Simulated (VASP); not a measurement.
# Sb (Im-3m) in VASP: notebook, part 2 of 2

VASP 6.6.1. Earlier steps stand in the parts before.

**3. Single point, PBEsol+D3(BJ)**

This run uses another cell than the first one, of 26.21 Å³/atom, 1.045 times its volume.

File INCAR:

```
SYSTEM = Sb
PREC = Accurate
ENCUT = 520
EDIFF = 1E-7
ISMEAR = -1
SIGMA = 0.05
LREAL = .False.
LASPH = .True.
NELM = 80
ALGO = Normal
ISIF = 2
LWAVE = .False.
LCHARG = .False.
GGA = PS
IVDW = 12
NBANDS = 8
```

File KPOINTS:

```
Automatic mesh
0
Gamma
  10 10 10
  0 0 0
```

File POSCAR:

```
Sb
1.0
   -1.8713408863      1.8713408863      1.8713408863
    1.8713408863     -1.8713408863      1.8713408863
    1.8713408863      1.8713408863     -1.8713408863
Sb
1
Direct
    0.0000000000      0.0000000000      0.0000000000
```

Potentials or basis: VASP PAW PBE potentials, release 64 (Sb).

Started as:

```
$ cat potpaw_PBE.64/Sb/POTCAR > POTCAR
$ mpirun -np 1 vasp_std > vasp.out
```

OUTCAR:

```text
SYSTEM = Sb
   PREC = Accurate
   ENCUT = 520
   EDIFF = 1E-7
   ISMEAR = -1
   LREAL = .False.
   LASPH = .True.
   NELM = 80
   ISIF = 2
   GGA = PS
   IVDW = 12
 IVDW          = 12

 ion  position               nearest neighbor table
   1  0.000  0.000  0.000-

  LATTYP: Found a body centered cubic cell.
 ALAT       =     3.7426817726

  Lattice vectors:

 A1 = (  -1.8713408863,   1.8713408863,   1.8713408863)
 A2 = (   1.8713408863,  -1.8713408863,   1.8713408863)
 A3 = (   1.8713408863,   1.8713408863,  -1.8713408863)

Analysis of symmetry for initial positions (statically):
=====================================================================
 Subroutine PRICEL returns:
 Original cell was already a primitive cell.

 Routine SETGRP: Setting up the symmetry group for a
 body centered cubic supercell.

 Subroutine GETGRP returns: Found 48 space group operations
 (whereof 48 operations were pure point group operations)
 out of a pool of 48 trial point group operations.

The static configuration has the point symmetry O_h .

Analysis of symmetry for dynamics (positions and initial velocities):
=====================================================================
 Subroutine PRICEL returns:
 Original cell was already a primitive cell.

 Routine SETGRP: Setting up the symmetry group for a
 body centered cubic supercell.

 Subroutine GETGRP returns: Found 48 space group operations
 (whereof 48 operations were pure point group operations)
 out of a pool of 48 trial point group operations.

The dynamic configuration has the point symmetry O_h .

 Subroutine INISYM returns: Found 48 space group operations
 (whereof 48 operations are pure point group operations),
 and found     1 'primitive' translations

----------------------------------------------------------------------------------------

                                     Primitive cell

  volume of cell :      26.2131

  direct lattice vectors                    reciprocal lattice vectors
    -1.871340886  1.871340886  1.871340886     0.000000000  0.267188092  0.267188092
     1.871340886 -1.871340886  1.871340886     0.267188092  0.000000000  0.267188092
     1.871340886  1.871340886 -1.871340886     0.267188092  0.267188092  0.000000000

  length of vectors
     3.241257493  3.241257493  3.241257493     0.377861023  0.377861023  0.377861023

  position of ions in fractional coordinates (direct lattice)
     0.000000000  0.000000000  0.000000000

  ion indices of the primitive-cell ions
   primitive index   ion index
                 1           1

----------------------------------------------------------------------------------------

 KPOINTS: Automatic mesh

Automatic generation of k-mesh.
 Grid dimensions read from file:
 generate k-points for:   10   10   10

 Generating k-lattice:

  Cartesian coordinates                     Fractional coordinates (reciprocal lattice)
     0.000000000  0.026718809  0.026718809     0.100000000  0.000000000  0.000000000
     0.026718809  0.000000000  0.026718809     0.000000000  0.100000000  0.000000000
     0.026718809  0.026718809  0.000000000     0.000000000  0.000000000  0.100000000

  Length of vectors
     0.037786102  0.037786102  0.037786102

  Shift w.r.t. Gamma in fractional coordinates (k-lattice)
     0.000000000  0.000000000  0.000000000

 Subroutine IBZKPT returns following result:
 ===========================================

 Found     47 irreducible k-points:

 Following reciprocal coordinates:
            Coordinates               Weight
  0.000000  0.000000  0.000000      1.000000
  0.100000  0.000000  0.000000     12.000000
  0.200000  0.000000  0.000000     12.000000
  0.300000  0.000000  0.000000     12.000000
  0.400000  0.000000  0.000000     12.000000
  0.500000  0.000000  0.000000      6.000000
[... 16 lines left out ...]
  0.300000  0.300000  0.100000      8.000000
 -0.300000  0.300000  0.100000     24.000000
 [... further k-points ...]
   k-points           NKPTS =     47   k-points in BZ     NKDIM =     47   number of bands    NBANDS=      8
   number of dos      NEDOS =    301   number of ions     NIONS =      1
   total plane-waves  NPLWV =  13824
   dimension x,y,z NGX =    24 NGY =   24 NGZ =   24
   dimension x,y,z NGXF=    48 NGYF=   48 NGZF=   48
   ions per type =               1
   NGX,Y,Z   is equivalent  to a cutoff of  12.31, 12.31, 12.31 a.u.
   NGXF,Y,Z  is equivalent  to a cutoff of  24.62, 24.62, 24.62 a.u.
 SYSTEM =  Sb
   PREC   = accura    normal or accurate (medium, high low for compatibility)
   ISTART =      0    job   : 0-new  1-cont  2-samecut
   ICHARG =      2    charge: 1-file 2-atom 10-const
   ISPIN  =      1    spin polarized calculation?
   LNONCOLLINEAR =      F non collinear calculations
   LSORBIT =      F    spin-orbit coupling
   LASPH  =      T    aspherical Exc in radial PAW
   ENCUT  =  520.0 eV  38.22 Ry    6.18 a.u.   6.03  6.03  6.03*2*pi/ulx,y,z
   NELM   =     80;   NELMIN=  2; NELMDL= -5     # of ELM steps
   EDIFF  = 0.1E-06   stopping-criterion for ELM
   LREAL  =      F    real-space projection
   EDIFFG = 0.1E-05   stopping-criterion for IOM
   NSW    =      0    number of steps for IOM
   IBRION =     -1    ionic relax: 0-MD 1-quasi-New 2-CG
   NFREE  =      0    steps in history (QN), initial steepest desc. (CG)
   ISIF   =      2    stress and relaxation
   ISYM   =      2    0-nonsym 1-usesym 2-fastsym
   POTIM  = 0.5000    time-step for ionic-motion
   TEBEG  =    0.0;   TEEND  =   0.0 temperature during run
   PSTRESS=    0.0 pullay stress
   NELECT =       5.0000    total number of electrons
   NUPDOWN=      -1.0000    fix difference up-down
   EMIN   =  10.00;   EMAX   =-10.00  energy-range for DOS
   EFERMI =   0.00;   METHOD = LEGACY
   ISMEAR =    -1;   SIGMA  =   0.05  broadening in eV -4-tet -1-fermi 0-gaus
   EFERMI_NEDOS =   21; number of points for ismear=-14 and -15
   IALGO  =     38    algorithm
   IMIX   =      4    mixing-type and parameters
     AMIX     =   0.40;   BMIX     =  1.00
     AMIX_MAG =   1.60;   BMIX_MAG =  1.00
  volume/ion in A,a.u.               =      26.21       176.89
  Fermi-wavevector in a.u.,A,eV,Ry     =   0.942378  1.780837 12.083018  0.888077
  Thomas-Fermi vector in A             =   2.069982
   LORBIT       =      0    0 simple, 1 ext, 2 COOP (PROOUT), +10 PAW based schemes
   GGA     = PS    functional components
   LHFCALC =     F    Hartree Fock is set to
   AEXX    =    0.0000 exact exchange contribution
   IVDW    =    12    specifies the selected vdW correction
   LEPSILON=     F    determine dielectric tensor
   LRPA    =     F    only Hartree local field effects (RPA)
 non-spin polarized calculation
  energy-cutoff  :      520.00
  volume of cell :       26.21
 maximum number of plane-waves:       719
   NGX = 13   NGY = 13   NGZ = 13

 number of electron       4.9999999 magnetization

 Free energy of the ion-electron system (eV)
  ---------------------------------------------------
  ext. energy  EPLUGINS =         0.00000000
  ---------------------------------------------------
  free energy    TOTEN  =        -4.37534296 eV

  energy without entropy =       -4.36633325  energy(sigma->0) =       -4.37083810

 E-fermi :   8.6444     XC(G=0): -10.4453

 val. band max:        8.6244730435   @ k =  -0.3000   0.4000   0.1000
 cond. band min:       8.6453568377   @ k =   0.3000   0.1000   0.1000
 fundamental gap:      0.0208837942
 Fermi energy:         8.6444100143

 k-point     1 :       0.0000    0.0000    0.0000
  band No.  band energies     occupation
      1      -4.4088      2.00000
      2      14.3579      0.00000
      3      14.3579      0.00000
      4      14.3579      0.00000
      5      19.3645      0.00000
      6      19.3645      0.00000
      7      19.3645      0.00000
      8      20.4807      0.00000
[... 243 lines left out ...]
 k-point    24 :      -0.3000    0.3000    0.1000
  band No.  band energies     occupation
      1      -2.2978      2.00000
      2       7.0129      2.00000
      3      10.6889      0.00000
      4      12.0589      0.00000
      5      16.3412      0.00000
      6      17.2839      0.00000
      7      18.4787      0.00000
      8      23.7384      0.00000

 [... further k-points ...]

------------------------ aborting loop because EDIFF is reached ----------------------------------------

 Edisp (eV)   -0.52061

 E8    (eV) :    -0.3570

  FORCE on cell =-STRESS in cart. coord.  units (eV):
  Direction    XX          YY          ZZ          XY          YZ          ZX
  --------------------------------------------------------------------------------------
  -------------------------------------------------------------------------------------
  Total      -0.55093    -0.55093    -0.55093    -0.00000    -0.00000     0.00000
  in kB     -33.67363   -33.67363   -33.67363    -0.00000    -0.00000     0.00000
  external pressure =      -33.67 kB  Pullay stress =        0.00 kB

 VOLUME and BASIS-vectors are now :
 -----------------------------------------------------------------------------
  energy-cutoff  :      520.00
  volume of cell :       26.21
      direct lattice vectors                 reciprocal lattice vectors
    -1.871340886  1.871340886  1.871340886     0.000000000  0.267188092  0.267188092
     1.871340886 -1.871340886  1.871340886     0.267188092  0.000000000  0.267188092
     1.871340886  1.871340886 -1.871340886     0.267188092  0.267188092  0.000000000

 POSITION                                       TOTAL-FORCE (eV/Angst)
 -----------------------------------------------------------------------------------
      0.00000      0.00000      0.00000         0.000000      0.000000     -0.000000
 -----------------------------------------------------------------------------------
    total drift:                                0.000000     -0.000000     -0.000000

  FREE ENERGIE OF THE ION-ELECTRON SYSTEM (eV)
  ---------------------------------------------------
  free  energy   TOTEN  =        -4.8959503878 eV

  energy  without entropy=       -4.8869406796  energy(sigma->0) =       -4.89144553
```

Wall time 5.7 s (1 thread of Intel Xeon Platinum 8488C (Sapphire Rapids), shared host); peak memory 0.14 GiB.

What came out:

| Quantity | Value |
| --- | --- |
| Free energy | -4.8960 eV |
| Pressure | -3.4 GPa |
| Dispersion energy per atom | -0.521 eV |

Caveat: three body term missing; the PAW data sets were made with another functional, which shifts forces and pressure a little; spin-orbit coupling is left out, which moves the levels of the heavy elements; pairwise dispersion overbinds metals, which lowers pressure and volume.
